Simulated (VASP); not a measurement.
## Zr: relaxation of cell and atoms with PBEsol

Zr:

```
CELL_PARAMETERS angstrom
0.00000 2.26355 2.26355
2.26355 0.00000 2.26355
2.26355 2.26355 0.00000
ATOMIC_POSITIONS crystal
Zr 0.00000 0.00000 0.00000
```

```yaml
Program: VASP 6.6.1
Task: relaxation of cell and atoms
Functional: PBEsol
Potentials_or_basis: VASP PAW PBE potentials, release 64 (Zr_sv)
Cutoff: 600 eV
k_mesh: 16 × 16 × 16
Occupations: gaussian, width 0.1 eV
Spin: no spin polarisation
Dipole_correction: no
Further_INCAR_settings: ALGO = Normal; EDIFF = 1e-07; IBRION = 2; EDIFFG = -0.005; NSW = 70; ISIF = 3
```

```yaml
Relaxed_volume: 22.25 Å³/atom
Relaxed_cell: a = 3.157 Å, b = 3.157 Å, c = 3.157 Å, α = 60.00°, β = 60.00°, γ = 60.00°
Space_group_after_relaxing_to_0.05_Å: Fm-3m (No. 225)
Energy_gained_by_relaxing: 11.4 meV/atom
Ionic_steps: 3
Pressure_after_relaxing: 0.0 GPa
Band_gap_on_the_k_mesh: zero (band 6 reaches 10.26 eV, above the bottom of band 7 at 8.87 eV)
```

The path:
```tsv
step	energy change (eV)	largest force (eV/Å)	pressure (GPa)	volume (Å³)
1	0.0000	0.0000	-3.73	23.20
2	-0.0019	0.0000	3.83	21.43
3	-0.0114	0.0000	-0.02	22.25
```

Final structure:
```xyz
1
Lattice="0.0000 2.2324 2.2324 2.2324 0.0000 2.2324 2.2324 2.2324 0.0000" Properties=species:S:1:pos:R:3 pbc="T T T"
Zr    0.0000    0.0000    0.0000
```

Levels at points of the mesh, in eV from the Fermi level:
```tsv
k point	band 2	band 3	band 4	band 5	band 6	band 7	band 8	band 9	band 10
(0.00, 0.00, 0.00)	-26.00	-26.00	-26.00	-5.65	0.98	0.98	0.98	3.54	3.54
(0.50, 0.00, 0.00)	-27.12	-26.14	-26.14	-3.08	0.78	0.78	1.28	5.46	5.46
(0.50, 0.50, 0.00)	-27.04	-26.39	-26.39	-3.18	-2.35	3.24	5.46	6.01	6.01
```

Wall time 99 s on 1 thread of Intel Xeon 6975P-C (shared host), peak memory 0.19 GiB.

Caveat: the PAW data sets were made with another functional, which shifts forces and pressure a little.
